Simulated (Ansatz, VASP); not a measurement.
## One calculation of MgCd3O4, two programs

```
Mg Cd O
1.0
     3.30029   -4.66500    0.00000
     3.30029    4.66500    0.00000
     0.00000    0.00000    3.28874
Mg Cd O
1 3 4
Direct
  0.50000 0.50000 0.00000
  0.00000 0.00000 0.00000
  0.00000 0.50000 0.50000
  0.50000 0.00000 0.50000
  0.73603 0.26397 0.00000
  0.73159 0.73159 0.50000
  0.26841 0.26841 0.50000
  0.26397 0.73603 0.00000
```

Alike in both runs: task relaxation of cell and atoms; functional PBE; k mesh 8 × 8 × 12; occupations gaussian, width 0.1 eV; no spin polarisation.

|  | VASP | Ansatz |
| --- | --- | --- |
| version | VASP 6.6.1 | Ansatz 0.2.0 |
| potentials or method | VASP PAW PBE potentials, release 64 (Mg, Cd, O), cutoff 600 eV | scalar-relativistic, plane waves, PAW |
| valence electrons in the cell | 62 | 94 |

VASP gave:

| Quantity | Value |
| --- | --- |
| relaxed volume (Å³/atom) | 12.72 |
| relaxed length of the cell vector where the two differ most in proportion (Å) | 5.726 |

Problem. What did Ansatz give for the same quantities?

Solution. Relaxed volume (Å³/atom): 12.66; relaxed length of the cell vector where the two differ most in proportion (Å): 5.717.

VASP's potentials hold 62 valence electrons a cell and Ansatz's 94, so a difference there can come from the potentials and not from the codes.
